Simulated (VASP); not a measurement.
**Ti: single point with PBEsol**

Crystal: Ti.

```
CELL_PARAMETERS angstrom
-1.60495 1.60495 1.84569
1.60495 -1.60495 1.84569
1.60495 1.60495 -1.84569
ATOMIC_POSITIONS crystal
Ti 0.00000 0.00000 0.00000
```

This cell differs from its parent crystal: engineering shear strain xy +0.0000, normal strain along z +0.1500.

```json
{
  "Program": "VASP 6.6.1",
  "Task": "single point",
  "Functional": "PBEsol",
  "Potentials or basis": "VASP PAW PBE potentials, release 64 (Ti_sv)",
  "Cutoff": "520 eV",
  "k mesh": "20 × 20 × 20",
  "Occupations": "gaussian, width 0.15 eV",
  "Spin": "no spin polarisation",
  "Dipole correction": "no",
  "Further INCAR settings": "ALGO = Fast; EDIFF = 1e-06; NBANDS = 12"
}
```

```yaml
Pressure: -12.2 GPa
Band_gap_on_the_k_mesh: zero (band 6 reaches 8.01 eV, above the bottom of band 7 at 6.59 eV)
```

Stress tensor (GPa, compression positive):
```
-13.22   0.00   0.00
  0.00 -13.22   0.00
  0.00   0.00 -10.29
```

Levels at points of the mesh, in eV from the Fermi level:
| k point | band 4 | band 5 | band 6 | band 7 | band 8 | band 9 |
| --- | --- | --- | --- | --- | --- | --- |
| (0.00, 0.00, 0.00) | -32.59 | -5.79 | 0.67 | 0.67 | 1.44 | 1.85 |
| (0.50, 0.00, 0.00) | -32.60 | -2.31 | 0.03 | 0.65 | 1.74 | 2.88 |
| (0.50, 0.50, 0.00) | -32.65 | -2.27 | -0.99 | 1.48 | 2.95 | 3.00 |
| (0.50, 0.50, 0.50) | -32.89 | -2.03 | -1.69 | 3.31 | 3.51 | 3.51 |

It took 2.6 min on 1 thread of AMD EPYC 9R45 96-Core Processor (Zen 5), on a shared host, peak memory 0.22 GiB.

Caveat: the cell differs from its parent crystal (engineering shear strain xy +0.0000, normal strain along z +0.1500); the PAW data sets were made with another functional, which shifts forces and pressure a little.
